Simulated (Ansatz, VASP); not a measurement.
**SrO in VASP and in Ansatz**

The input INCAR:

```
PREC = Accurate
ENCUT = 600
EDIFF = 1E-6
ISMEAR = -1
SIGMA = 0.05
LREAL = F
LASPH = T
NELM = 80
ALGO = Normal
ISIF = 3
LWAVE = F
LCHARG = F
GGA = PE
IVDW = 13
IBRION = 2
NSW = 80
EDIFFG = -0.01
```

KPOINTS

```
regular mesh
0
Gamma
  9 9 9
```

Contents of POSCAR:

```
SrO
1.0
    0.0000000000      2.5663000000      2.5663000000
    2.5663000000      0.0000000000      2.5663000000
    2.5663000000      2.5663000000      0.0000000000
Sr O
1 1
Direct
    0.5000000000      0.5000000000      0.5000000000
    0.0000000000      0.0000000000      0.0000000000
```

input.yaml

```yaml
crystal:
  lattice:
    - [0.0, 2.5663, 2.5663]
    - [2.5663, 0.0, 2.5663]
    - [2.5663, 2.5663, 0.0]
  atoms:
    - { symbol: Sr, position: [0.5, 0.5, 0.5] }
    - { symbol: O, position: [0.0, 0.0, 0.0] }
kpoints:
  mp_grid: { grid: [9, 9, 9] }
scf:
  occupations: { method: fermi_dirac, width: 0.05 }
hamiltonian:
  xc: pbe
  dispersion: d4
  pseudopotentials: { kind: all_electron, lapw: { basis_error: 0.001 } }
output:
  forces: true
  stress: true
relax:
  f_tol: 0.01
  max_steps: 60
  cell: {}
```

Alike in both runs: task relaxation of cell and atoms; functional PBE; dispersion D4; k mesh 9 × 9 × 9; occupations fermi-dirac, width 0.05 eV; no spin polarisation.

|  | VASP | Ansatz |
| --- | --- | --- |
| version | VASP 6.6.1 | Ansatz 0.2.0 |
| potentials or method | VASP PAW PBE potentials, release 64 (Sr_sv, O), cutoff 600 eV | all-electron LAPW, scalar-relativistic |

VASP gave:

- relaxed volume (Å³/atom): 17.28
- relaxed cell length with the largest relative difference (Å): 3.656

Question: Which values does Ansatz return?

Answer: Relaxed volume (Å³/atom): 17.19; relaxed cell length with the largest relative difference (Å): 3.650.

Ansatz ran all-electron here, and VASP with PAW potentials.
